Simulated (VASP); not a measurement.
# La2O3 (P-3m1) in VASP: further runs

La2O3 is run at these levels: LDA; tasks: single point, relaxation of cell and atoms.

Program: VASP 6.6.1. These are calculated values, not measurements. Logs are shortened: lines on timing, memory, paths and dates and some standing lists are left out, and cuts for length are marked.

## 1. The cell of the first run

The structure is trigonal, space group P-3m1 (No. 164). Conventional cell: a = 3.883 Å, b = 3.883 Å, c = 5.950 Å, α = 90.00°, β = 90.00°, γ = 120.00°. La (site symmetry 3m) has 7 O at 2.33 to 2.67 Å within 3.1 Å. Within 3.1 Å of O (site symmetry 3m) lie 4 La at 2.33 to 2.40 Å and 6 O at 2.84 to 3.07 Å. O (site symmetry -3m) has 6 La at 2.67 Å and 6 O at 3.07 Å within 3.5 Å.

## 2. Single point, LDA

File INCAR:

```
SYSTEM = La2O3
  PREC = Accurate
  ENCUT = 520
  EDIFF = 1E-6
  ISMEAR = 0
  SIGMA = 0.01
  LREAL = .FALSE.
  LASPH = .TRUE.
  NELM = 80
  ALGO = Normal
  ISIF = 2
  LWAVE = .FALSE.
  LCHARG = .TRUE.
  LELF = .TRUE.
  LVHAR = .TRUE.
  NBANDS = 28
```

File KPOINTS:

```
Automatic mesh
0
G
  12 12 4
  0 0 0
```

File POSCAR:

```
La2O3
1.0
    3.8827995599      0.0000000000      0.0000000000
   -1.9413997800      3.3626030567      0.0000000000
    0.0000000000      0.0000000000      5.9503016356
La O
2 3
Direct
    0.6666666667      0.3333333333      0.7560322308
    0.3333333333      0.6666666667      0.2439677692
    0.6666666667      0.3333333333      0.3534164750
    0.3333333333      0.6666666667      0.6465835250
    0.0000000000      0.0000000000      0.0000000000
```

Potentials or basis: VASP PAW LDA potentials, release 64 (La, O).

The run is started by

```console
$ cat potpaw_LDA.64/La/POTCAR potpaw_LDA.64/O/POTCAR > POTCAR
$ mpirun -np 1 vasp_std > vasp.out
```

OUTCAR:

```text
SYSTEM = La2O3
   PREC = Accurate
   ENCUT = 520
   EDIFF = 1E-6
   ISMEAR = 0
   LREAL = .FALSE.
   LASPH = .TRUE.
   NELM = 80
   ISIF = 2

 ion  position               nearest neighbor table
   1  0.667  0.333  0.756-   4 2.33   4 2.33   4 2.33   3 2.40   5 2.67   5 2.67   5 2.67   2 3.67
                             2 3.67   2 3.67
   2  0.333  0.667  0.244-   3 2.33   3 2.33   3 2.33   4 2.40   5 2.67   5 2.67   5 2.67   1 3.67
                             1 3.67   1 3.67
   3  0.667  0.333  0.353-   2 2.33   2 2.33   2 2.33   1 2.40
   4  0.333  0.667  0.647-   1 2.33   1 2.33   1 2.33   2 2.40
   5  0.000  0.000  0.000-   1 2.67   2 2.67   1 2.67   2 2.67   1 2.67   2 2.67

  LATTYP: Found a hexagonal cell.
 ALAT       =     3.8827995599
 C/A-ratio  =     1.5324771582

  Lattice vectors:

 A1 = (   3.8827995599,   0.0000000000,   0.0000000000)
 A2 = (  -1.9413997800,   3.3626030567,   0.0000000000)
 A3 = (   0.0000000000,   0.0000000000,   5.9503016356)

Analysis of symmetry for initial positions (statically):
=====================================================================
 Subroutine PRICEL returns:
 Original cell was already a primitive cell.

 Routine SETGRP: Setting up the symmetry group for a
 hexagonal supercell.

 Subroutine GETGRP returns: Found 12 space group operations
 (whereof 12 operations were pure point group operations)
 out of a pool of 24 trial point group operations.

The static configuration has the point symmetry D_3d.

Analysis of symmetry for dynamics (positions and initial velocities):
=====================================================================
 Subroutine PRICEL returns:
 Original cell was already a primitive cell.

 Routine SETGRP: Setting up the symmetry group for a
 hexagonal supercell.

 Subroutine GETGRP returns: Found 12 space group operations
 (whereof 12 operations were pure point group operations)
 out of a pool of 24 trial point group operations.

The dynamic configuration has the point symmetry D_3d.

 Subroutine INISYM returns: Found 12 space group operations
 (whereof 12 operations are pure point group operations),
 and found     1 'primitive' translations

[... 94 lines left out ...]
   ISPIN  =      1    spin polarized calculation?
   LNONCOLLINEAR =      F non collinear calculations
   LSORBIT =      F    spin-orbit coupling
   LASPH  =      T    aspherical Exc in radial PAW
   ENCUT  =  520.0 eV  38.22 Ry    6.18 a.u.   7.22  7.22 11.06*2*pi/ulx,y,z
   NELM   =     80;   NELMIN=  2; NELMDL= -5     # of ELM steps
   EDIFF  = 0.1E-05   stopping-criterion for ELM
   LREAL  =      F    real-space projection
   EDIFFG = 0.1E-04   stopping-criterion for IOM
   NSW    =      0    number of steps for IOM
   IBRION =     -1    ionic relax: 0-MD 1-quasi-New 2-CG
   NFREE  =      0    steps in history (QN), initial steepest desc. (CG)
   ISIF   =      2    stress and relaxation
   ISYM   =      2    0-nonsym 1-usesym 2-fastsym
   POTIM  = 0.5000    time-step for ionic-motion
   TEBEG  =    0.0;   TEEND  =   0.0 temperature during run
   PSTRESS=    0.0 pullay stress
   NELECT =      40.0000    total number of electrons
   NUPDOWN=      -1.0000    fix difference up-down
   EMIN   =  10.00;   EMAX   =-10.00  energy-range for DOS
   EFERMI =   0.00;   METHOD = LEGACY
   ISMEAR =     0;   SIGMA  =   0.01  broadening in eV -4-tet -1-fermi 0-gaus
   EFERMI_NEDOS =   21; number of points for ismear=-14 and -15
   IALGO  =     38    algorithm
   IMIX   =      4    mixing-type and parameters
     AMIX     =   0.40;   BMIX     =  1.00
     AMIX_MAG =   1.60;   BMIX_MAG =  1.00
  volume/ion in A,a.u.               =      15.54       104.85
  Fermi-wavevector in a.u.,A,eV,Ry     =   1.312124  2.479555 23.424745  1.721670
  Thomas-Fermi vector in A             =   2.442538
   LORBIT       =      0    0 simple, 1 ext, 2 COOP (PROOUT), +10 PAW based schemes
   GGA     = CA    functional components
   LHFCALC =     F    Hartree Fock is set to
   AEXX    =    0.0000 exact exchange contribution
   IVDW    =     0    specifies the selected vdW correction
   LEPSILON=     F    determine dielectric tensor
   LRPA    =     F    only Hartree local field effects (RPA)
 non-spin polarized calculation
 Gauss-broadening in eV      SIGMA  =   0.01
  energy-cutoff  :      520.00
  volume of cell :       77.69
 maximum number of plane-waves:      2134
 NGX is ok and might be reduce to    30
   NGX = 15   NGY = 15   NGZ = 23

 number of electron      39.9999990 magnetization

 Free energy of the ion-electron system (eV)
  ---------------------------------------------------
  ext. energy  EPLUGINS =         0.00000000
  ---------------------------------------------------
  free energy    TOTEN  =       -45.89762966 eV

  energy without entropy =      -45.89762966  energy(sigma->0) =      -45.89762966

 E-fermi :   6.3605     XC(G=0): -11.1868

 val. band max:        6.2135437223   @ k =   0.2500   0.2500   0.5000
 cond. band min:       9.9365355887   @ k =   0.3333   0.3333   0.0000
 fundamental gap:      3.7229918665
 Fermi energy:         6.3604945081

 k-point     1 :       0.0000    0.0000    0.0000
  band No.  band energies     occupation
      1     -23.3102      2.00000
      2     -22.9785      2.00000
      3     -10.7193      2.00000
      4      -9.2745      2.00000
      5      -8.8508      2.00000
      6      -6.8072      2.00000
[... 733 lines left out ...]
     27      11.7179      0.00000
     28      11.8509      0.00000

 [... further k-points ...]

------------------------ aborting loop because EDIFF is reached ----------------------------------------

  FORCE on cell =-STRESS in cart. coord.  units (eV):
  Direction    XX          YY          ZZ          XY          YZ          ZX
  --------------------------------------------------------------------------------------
  -------------------------------------------------------------------------------------
  Total       -0.0058864     -0.0058864     -0.0149776      0.0000000      0.0000000      0.0000000
  in kB       -0.1213941     -0.1213941     -0.3088824      0.0000000      0.0000000      0.0000000
  external PRESSURE =      -0.1838902 kB  Pullay stress =       0.0000000 kB

 VOLUME and BASIS-vectors are now :
 -----------------------------------------------------------------------------
  energy-cutoff  :      520.00
  volume of cell :       77.69
      direct lattice vectors                 reciprocal lattice vectors
     3.882799560  0.000000000  0.000000000     0.257546130  0.148694327  0.000000000
    -1.941399780  3.362603057  0.000000000     0.000000000  0.297388655  0.000000000
     0.000000000  0.000000000  5.950301636     0.000000000  0.000000000  0.168058707

 POSITION                                       TOTAL-FORCE (eV/Angst)
 -----------------------------------------------------------------------------------
      1.94140      1.12087      4.49862        -0.000000      0.000000      0.011290
     -0.00000      2.24174      1.45168         0.000000     -0.000000     -0.011290
      1.94140      1.12087      2.10293        -0.000000      0.000000     -0.000546
     -0.00000      2.24174      3.84737         0.000000      0.000000      0.000546
      0.00000      0.00000      0.00000        -0.000000      0.000000     -0.000000
 -----------------------------------------------------------------------------------
    total drift:                               -0.000000      0.000000     -0.000000

  FREE ENERGIE OF THE ION-ELECTRON SYSTEM (eV)
  ---------------------------------------------------
  free  energy   TOTEN  =       -45.8976296564 eV

  energy  without entropy=      -45.8976296564  energy(sigma->0) =      -45.89762966
```

stdout:

```text
POSCAR found type information on POSCAR LaO
 POSCAR found :  2 types and       5 ions
 scaLAPACK will be used
 LDA part: xc-table for (Slater(with rela. corr.)+CA(PZ))
 , standard interpolation
 POSCAR, INCAR and KPOINTS ok, starting setup
 FFT: planning ... GRIDC
 FFT: planning ... GRID_SOFT
 FFT: planning ... GRID
 WAVECAR not read
 entering main loop
```

Wall time 2 min (1 thread of Intel Xeon 6975P-C (Granite Rapids), shared host); peak memory 0.26 GiB.

What came out:

```
Free energy            : -45.8976 eV
Pressure               : 0.0 GPa
Largest force          : 0.011 eV/Å
Band gap on the k mesh : 3.72 eV, indirect (least direct gap 3.80 eV)
```

Forces on the atoms (eV/Å):
```
La   0.000  0.000  0.011
La   0.000  0.000 -0.011
O    0.000  0.000 -0.001
O    0.000  0.000  0.001
O    0.000  0.000  0.000
```

Caveat: spin-orbit coupling is left out, which moves the levels of the heavy elements.

## 3. Relaxation of cell and atoms, LDA

This run uses another cell than the first one, of 16.36 Å³/atom, 1.053 times its volume.

File INCAR:

```
ALGO     = Normal         # electronic algorithm
EDIFF    = 1E-6           # SCF threshold, eV
EDIFFG   = -0.05          # ionic threshold
ENCUT    = 600            # plane-wave cutoff, eV
IBRION   = 2              # ionic algorithm
ISIF     = 3              # what is computed and relaxed
ISMEAR   = 0              # smearing method
LASPH    = True           # aspherical terms in the spheres
LCHARG   = False          # write CHGCAR
LREAL    = False          # projectors in reciprocal space
LWAVE    = False          # write WAVECAR
NELM     = 100            # most SCF steps
NSW      = 80             # ionic steps
PREC     = Accurate       # precision mode
SIGMA    = 0.01           # smearing width, eV
```

File KPOINTS:

```
k-points
0
Gamma
  12 12 4
```

File POSCAR:

```
La2O3
1.0
    3.9307780000      0.0000000000      0.0000000000
   -1.9653890000      3.4041530000      0.0000000000
    0.0000000000      0.0000000000      6.1119540000
La O
2 3
Direct
    0.6666666667      0.3333333333      0.7537640000
    0.3333333333      0.6666666667      0.2462360000
    0.6666666667      0.3333333333      0.3541090000
    0.3333333333      0.6666666667      0.6458910000
    0.0000000000      0.0000000000      0.0000000000
```

Potentials or basis: VASP PAW LDA potentials, release 64 (La, O).

The run is started by

```console
$ cat potpaw_LDA.64/La/POTCAR potpaw_LDA.64/O/POTCAR > POTCAR
$ mpirun -np 1 vasp_std > vasp.out
```

Run time: 5.6 min. Hardware: 1 thread of Intel Xeon 6975P-C (Granite Rapids), shared host; peak memory 0.3 GiB.

The run converged. Its results:

| Quantity | Value |
| --- | --- |
| Free energy | -45.9106 eV |
| Relaxed volume | 15.53 Å³/atom |
| Relaxed cell | a = 3.870 Å, b = 3.870 Å, c = 5.988 Å, α = 90.00°, β = 90.00°, γ = 120.00° |
| Space group after relaxing (to 0.05 Å) | P-3m1 (No. 164) |
| Energy gained by relaxing | 16.7 meV/atom |
| Ionic steps | 6 |
| Pressure after relaxing | 0.1 GPa |
| Largest force after relaxing | 0.044 eV/Å |
| Band gap on the k mesh | 3.75 eV, indirect (least direct gap 3.80 eV) |

Forces on the atoms (eV/Å):
```
La   0.000  0.000 -0.040
La   0.000  0.000  0.040
O    0.000  0.000 -0.044
O    0.000  0.000  0.044
O    0.000  0.000  0.000
```

Stress tensor (GPa, compression positive):
```
 0.36  0.00  0.00
 0.00  0.36  0.00
 0.00  0.00 -0.48
```

The path:
| step | energy change (eV) | largest force (eV/Å) | pressure (GPa) | volume (Å³) |
| --- | --- | --- | --- | --- |
| 1 | 0.0000 | 0.1616 | -6.50 | 81.78 |
| 2 | 0.0316 | 0.8525 | 8.90 | 74.18 |
| 3 | -0.0777 | 0.2708 | -0.19 | 78.18 |
| 4 | -0.0777 | 0.2800 | -0.06 | 78.11 |
| 5 | -0.0834 | 0.0456 | 0.04 | 77.78 |
| 6 | -0.0837 | 0.0439 | 0.08 | 77.67 |

Final structure:
```
CELL_PARAMETERS angstrom
3.87013 0.00000 0.00000
-1.93506 3.35163 0.00000
0.00000 0.00000 5.98772
ATOMIC_POSITIONS crystal
La 0.66667 0.33333 0.75582
La 0.33333 0.66667 0.24418
O 0.66667 0.33333 0.35502
O 0.33333 0.66667 0.64498
O 0.00000 0.00000 0.00000
```

Levels at points of the mesh, in eV from the valence-band top:
| k point | band 16 | band 17 | band 18 | band 19 | band 20 | band 21 | band 22 | band 23 | band 24 |
| --- | --- | --- | --- | --- | --- | --- | --- | --- | --- |
| (0.00, 0.00, 0.00) | -2.22 | -1.86 | -0.51 | -0.51 | -0.21 | 4.26 | 4.52 | 4.52 | 5.33 |
| (0.50, 0.00, 0.00) | -0.79 | -0.76 | -0.67 | -0.44 | -0.35 | 3.75 | 4.71 | 5.24 | 5.26 |
| (0.00, 0.00, 0.50) | -2.04 | -1.10 | -0.97 | -0.39 | -0.39 | 4.67 | 4.69 | 4.69 | 5.03 |
| (0.50, 0.00, 0.50) | -1.01 | -0.96 | -0.85 | -0.36 | -0.03 | 4.37 | 4.61 | 5.10 | 5.26 |

Caveat: spin-orbit coupling is left out, which moves the levels of the heavy elements; the relaxation stopped at a loose force limit of 0.05 eV/Å, so its end isn't a converged minimum.
